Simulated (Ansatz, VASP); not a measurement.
**Two plane-wave programs on LiH**

```xyz
2
Lattice="2.5017 0.0000 0.0000 0.0000 2.5017 0.0000 0.0000 0.0000 2.5017" Properties=species:S:1:pos:R:3 pbc="T T T"
Li    0.0000    0.0000    0.0000
H     1.2508    1.2508    1.2508
```

Alike in both runs: task single point; functional r2SCAN; k mesh 10 × 10 × 10; no spin polarisation.

|  | VASP | Ansatz |
| --- | --- | --- |
| version | VASP 6.6.1 | Ansatz 0.2.0 |
| potentials or method | VASP PAW PBE potentials, release 64 (Li_sv, H) | plane waves, PAW |
| plane-wave cutoff (eV) | 520 | 500 |
| occupations | gaussian, width 0.01 eV | fixed |
| valence electrons in the cell | 4 | 4 |

```csv
,VASP,Ansatz,Ansatz less VASP
gap on the k mesh at the Fermi level (eV),1.30,1.12,-0.176
```

VASP's potentials were made for PBE, not for r2SCAN.

Noted on VASP's run: the cutoff is short for stress, so the pressure is rough.
